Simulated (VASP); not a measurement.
A run of VASP 6.6.1 is set up as follows.

INCAR

```
SYSTEM = Cr
PREC = Accurate
ENCUT = 520
EDIFF = 1E-8
ISMEAR = -1
SIGMA = 0.05
LREAL = .False.
LASPH = .True.
NELM = 150
ALGO = Normal
ISIF = 2
LWAVE = .False.
LCHARG = .False.
ISPIN = 2
MAGMOM = 3 3
LORBIT = 11
LMAXMIX = 4
GGA = PE
IBRION = 8
NSW = 1
```

File KPOINTS:

```
Automatic mesh
0
Gamma
  8 8 5
  0 0 0
```

Contents of POSCAR:

```
Cr
1.0
    2.7140000000      0.0000000000      0.0000000000
   -1.3570000000      2.3503929459      0.0000000000
    0.0000000000      0.0000000000      4.4100000000
Cr
2
Direct
    0.6666666667      0.3333333333      0.7500000000
    0.3333333333      0.6666666667      0.2500000000
```

Potentials or basis: VASP PAW PBE potentials, release 64 (Cr_pv).

The run is started by

```bash
$ cat potpaw_PBE.64/Cr_pv/POTCAR > POTCAR
$ mpirun -np 1 vasp_std > vasp.out
```

Estimate the highest phonon frequency at Γ.

170 cm⁻¹.

Predict the most unstable mode.

86i cm⁻¹.

Estimate the net moment.

1.92 μB per cell.

Predict the site moments.

Cr +0.89 μB.

Phonon frequencies in cm⁻¹ (negative: imaginary):
```csv
q point,frequencies
"(0.000, 0.000, 0.000)",-86 -86 0 0 0 170
```

Caveat: the cell stands under pressure or tension, which shifts response properties; some modes are imaginary.
